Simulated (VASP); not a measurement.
A run of VASP 6.6.1 is set up as follows.

The input INCAR:

```
SYSTEM = Si3N
PREC = Accurate ; ENCUT = 520
EDIFF = 1E-7 ; ISMEAR = 0
SIGMA = 0.05 ; LREAL = .FALSE.
LASPH = .TRUE. ; NELM = 60
ALGO = Normal ; ISIF = 2
LWAVE = .FALSE. ; LCHARG = .FALSE.
LDIPOL = .TRUE. ; IDIPOL = 3
DIPOL = 0.5 0.5 0.328 ; GGA = PE
IVDW = 12 ; NBANDS = 27
```

File KPOINTS:

```
regular mesh
0
G
  7 5 1
  0 0 0
```

File POSCAR:

```
Si3N
1.0
    3.8333442755      0.0000000000      0.0000000000
    0.0000000000      5.4211674636      0.0000000000
    0.0000000000      0.0000000000     22.4877586337
Si N
6 2
Direct
    0.5000000000      0.0000000000      0.1778745523
    0.0000000000      0.2500000000      0.1778745523
    0.0000000000      0.5038839981      0.2608672216
    0.5000000000      0.7461160019      0.2608672216
    0.5000000000      0.0086033066      0.3418641564
    0.0000000000      0.2413966934      0.3418641564
    0.5000000000      0.3419366399      0.5063981173
    0.5000000000      0.3419366399      0.5553136192
```

Potentials or basis: VASP PAW PBE potentials, release 64 (Si, N).

Run with:

```console
$ cat potpaw_PBE.64/Si/POTCAR potpaw_PBE.64/N/POTCAR > POTCAR
$ mpirun -np 1 vasp_std > vasp.out
```

Problem. Predict the band gap on the k mesh.

Solution. Zero (bands 17 and 18 overlap by 0.29 eV).

Problem. Estimate the dispersion energy per atom.

Solution. -0.201 eV.

Problem. What does it give for the largest force?

Solution. 2.149 eV/Å.

Forces in eV/Å, atoms in the order of the input:
```
Si   0.000  0.556 -0.054
Si   0.000 -0.557 -0.049
Si   0.000 -0.081 -0.003
Si   0.000  0.089  0.000
Si   0.000  0.000  0.072
Si   0.000 -0.008  0.060
N    0.000  0.002 -2.149
N    0.000 -0.001  2.124
```

Caveat: the standard files for N, O and F lose accuracy on very short bonds.
